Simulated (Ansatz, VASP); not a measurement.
**Two plane-wave programs on Ba**

Contents of INCAR:

```
PREC = Accurate ; ENCUT = 600
EDIFF = 1E-6 ; ISMEAR = -1
SIGMA = 0.1 ; LREAL = False
LASPH = True ; NELM = 80
ALGO = Normal ; ISIF = 3
LWAVE = False ; LCHARG = False
GGA = CA ; IBRION = 2
NSW = 80 ; EDIFFG = -0.01
```

The input KPOINTS:

```
Automatic mesh
0
Gamma
  9 9 9
```

POSCAR

```
Ba
1.0
    0.0000000000      3.1498026247      3.1498026247
    3.1498026247      0.0000000000      3.1498026247
    3.1498026247      3.1498026247      0.0000000000
Ba
1
Direct
    0.0000000000      0.0000000000      0.0000000000
```

Input for Ansatz:

```yaml
crystal:
  lattice:
    - [0.0, 3.1498026247, 3.1498026247]
    - [3.1498026247, 0.0, 3.1498026247]
    - [3.1498026247, 3.1498026247, 0.0]
  atoms:
    - { symbol: Ba, position: [0.0, 0.0, 0.0] }
hamiltonian:
  xc: lda
  pseudopotentials:
    kind: paw
    azcp:
      Ba: "pseudopotentials/Ba.paw.azcp"
basis:
  ecutwfc: 420
  fft_grid_basis: typed
kpoints:
  mp_grid: { grid: [9, 9, 9], shift: [0, 0, 0] }
magnetization:
  spin_polarized: false
scf:
  occupations: { method: fermi_dirac, width: 0.1 }
relax:
  max_steps: 60
  f_tol: 0.01
  cell: {}
```

Alike in both runs: task relaxation of cell and atoms; functional LDA; k mesh 9 × 9 × 9; occupations fermi-dirac, width 0.1 eV; no spin polarisation.

```csv
,VASP,Ansatz
version,VASP 6.6.1,Ansatz 0.2.0
potentials or method,"VASP PAW LDA potentials, release 64 (Ba_sv), cutoff 600 eV","plane waves (420 eV) with PAW, scalar-relativistic"
valence electrons in the cell,10,10
```

|  | VASP | Ansatz | Ansatz less VASP |
| --- | --- | --- | --- |
| relaxed volume (Å³/atom) | 53.98 | 53.70 | -0.284 |
| relaxed length of the cell vector where the two differ most in proportion (Å) | 4.242 | 4.235 | -0.0075 |

Ansatz warns that its potentials were made for another functional, while VASP's fit it. LDA's correlation is that of Perdew and Zunger in VASP and of Perdew and Wang (1992) in Ansatz.

Neither program's run includes spin-orbit coupling.
